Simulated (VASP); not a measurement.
Runs of VASP 6.6.1 on Au. The structure is that of space group P6/mmm (No. 191), or close to it. The cells are those of the table. 

```tsv
task	potentials or basis	cell	cutoff (eV)	second run	gap on the mesh (eV)	pressure (GPa)
single point	VASP PAW LDA potentials, release 64 (Au)	a = 2.664, b = 2.664, c = 2.616 Å, angles 90.0, 90.0, 120.0°, 1 atom	520	-	none	23.7
single point	VASP PAW LDA potentials, release 64 (Au_sv_GW)	a = 2.664, b = 2.664, c = 2.616 Å, angles 90.0, 90.0, 120.0°, 1 atom	500	valence_matched	none	(a)
relaxation of cell and atoms	VASP PAW LDA potentials, release 64 (Au)	relaxed to 23 GPa from a = 2.664, b = 2.664, c = 2.616 Å, angles 90.0, 90.0, 120.0°, 1 atom	600	-	none	23.0
relaxation of cell and atoms	VASP PAW LDA potentials, release 64 (Au)	relaxed to 23 GPa from a = 2.678, b = 2.678, c = 2.517 Å, angles 90.0, 90.0, 120.0°, 1 atom	600	-	none	23.0
```

Alike in all rows: level LDA; no spin polarisation; k mesh 16 × 16 × 15; smearing fermi-dirac 0.1 eV.

Estimate the missing entries.

(a) 22.2.

Caveats: spin-orbit coupling is left out, which moves the levels of the heavy elements; the cell is relaxed towards a set pressure, so the enthalpy falls and the energy may rise (some runs).

A k mesh can miss the band edges, and the runs leave out spin-orbit coupling on Au.

A gap of «none» marks levels without a gap at the run's occupations.

The runs don't all hold the same shells in valence.
